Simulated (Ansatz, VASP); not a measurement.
One calculation of Na, two programs

```
Na
1.0
     6.69669    0.00000    0.00000
     0.00000    6.69669    0.00000
     0.00000    0.00000    6.69669
Na
8
Direct
  0.00000 0.00000 0.00000
  0.50000 0.25000 0.00000
  0.50000 0.75000 0.00000
  0.00000 0.50000 0.25000
  0.25000 0.00000 0.50000
  0.75000 0.00000 0.50000
  0.50000 0.50000 0.50000
  0.00000 0.50000 0.75000
```

Alike in both runs: task relaxation of cell and atoms; functional PBE; k mesh 6 × 6 × 6; occupations gaussian, width 0.1 eV; no spin polarisation.

|  | VASP | Ansatz |
| --- | --- | --- |
| version | VASP 6.6.1 | Ansatz 0.2.0 |
| potentials or method | VASP PAW PBE potentials, release 64 (Na_pv), cutoff 600 eV | scalar-relativistic, plane waves, PAW |
| valence electrons in the cell | 56 | 72 |

|  | VASP | Ansatz | Ansatz less VASP |
| --- | --- | --- | --- |
| gap on the k mesh at the Fermi level, each at its own relaxed structure (eV) | none | none | - |
| relaxed volume (Å³/atom) | 37.54 | 37.54 | 0.000 |
| relaxed cell length with the largest relative difference (Å) | 6.697 | 6.697 | 0.0000 |

A gap of «none» marks a metal or a gap that the smearing closes. VASP's potentials hold 56 valence electrons a cell and Ansatz's 72, so a difference there can come from the potentials and not from the codes.

Noted on VASP's run: the relaxation stopped at its first step, so nothing moved.
